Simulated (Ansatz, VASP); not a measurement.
**SrTiO3 in VASP and in Ansatz**

```
Sr Ti O
1.0
     3.93676    0.00000    0.00000
     0.00000    3.93676    0.00000
     0.00000    0.00000    3.93696
Sr Ti O
1 1 3
Cartesian
  1.9684 1.9684 1.9685
  0.0000 0.0000 0.0000
  0.0000 0.0000 1.9685
  0.0000 1.9684 0.0000
  1.9684 0.0000 0.0000
```

Change from the starting cell: species swapped into the KCrF3 type (P4/mmm, No. 123).

Alike in both runs: functional PBE; k mesh 4 × 4 × 4; occupations gaussian, width 0.1 eV; collinear spin.

Ansatz relaxed the structure, and its values are those at the end. VASP's run is a single point on that final structure, the one shown.

```csv
,VASP,Ansatz
version,VASP 6.6.1,Ansatz 0.2.0
potentials or method,"VASP PAW PBE potentials, release 64 (Sr_sv, Ti_sv, O), cutoff 520 eV","scalar-relativistic, plane waves, PAW"
valence electrons in the cell,40,40
```

```tsv
	VASP	Ansatz	Ansatz less VASP
gap on the k mesh at the Fermi level (eV)	1.79	1.82	+0.030
least direct gap on the mesh (eV)	2.16	2.18	+0.020
pressure (GPa)	0.6	0.0	-0.62
net moment per atom (μB)	0.00	0.00	0.000
```

The functional is the same, so the differences come from potentials, cutoffs and numerics. Ansatz's warnings: seeded moment not kept.
